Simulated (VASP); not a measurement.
Wanted: the native input for a VASP 6.6.1 run.

```
Task                   : single point
Functional             : PBE
Potentials or basis    : VASP PAW PBE potentials, release 64 (Al, In_d)
Cutoff                 : 520 eV
k mesh                 : 6 × 6 × 2
Occupations            : gaussian, width 0.1 eV
Spin                   : no spin polarisation
Dipole correction      : no
Further INCAR settings : ALGO = Normal; EDIFF = 1e-06; NBANDS = 20
```

The structure of Al4In lies in POSCAR:

```
Al4In
1.0
    3.0471497300      0.0000000000      0.0000000000
   -1.5235748700      2.6389090800      0.0000000000
    0.0000000000      0.0000000000      9.7980532400
Al In
4 1
Direct
    0.3333333300      0.6666666700      0.8658552800
    0.3333333300      0.6666666700      0.3767953500
    0.6666666700      0.3333333300      0.1341447200
    0.6666666700      0.3333333300      0.6232046500
    0.0000000000      0.0000000000      0.0000000000
```

These files were run (other wordings do the same):

INCAR

```
SYSTEM = Al4In
  PREC = Accurate
  ENCUT = 520
  EDIFF = 1E-6
  ISMEAR = 0
  SIGMA = 0.1
  LREAL = .FALSE.
  LASPH = .TRUE.
  NELM = 60
  ALGO = Normal
  ISIF = 2
  LWAVE = .FALSE.
  LCHARG = .FALSE.
  GGA = PE
  NBANDS = 20
```

KPOINTS

```
Automatic mesh
0
G
  6 6 2
  0 0 0
```

Potentials or basis: VASP PAW PBE potentials, release 64 (Al, In_d).

Run with:

```console
$ cat potpaw_PBE.64/Al/POTCAR potpaw_PBE.64/In_d/POTCAR > POTCAR
$ mpirun -np 1 vasp_std > vasp.out
```

Results of the run:

* Pressure: 56.9 GPa
* Largest force: 11.310 eV/Å

Caveat: the k points lie up to 0.40 Å⁻¹ apart; forces of over 1 eV/Å act on the atoms, so gaps and moduli don't describe the material at rest.

It took 44 s on 1 thread of AMD EPYC 7R13, with other jobs on the host, peak memory 0.17 GiB.
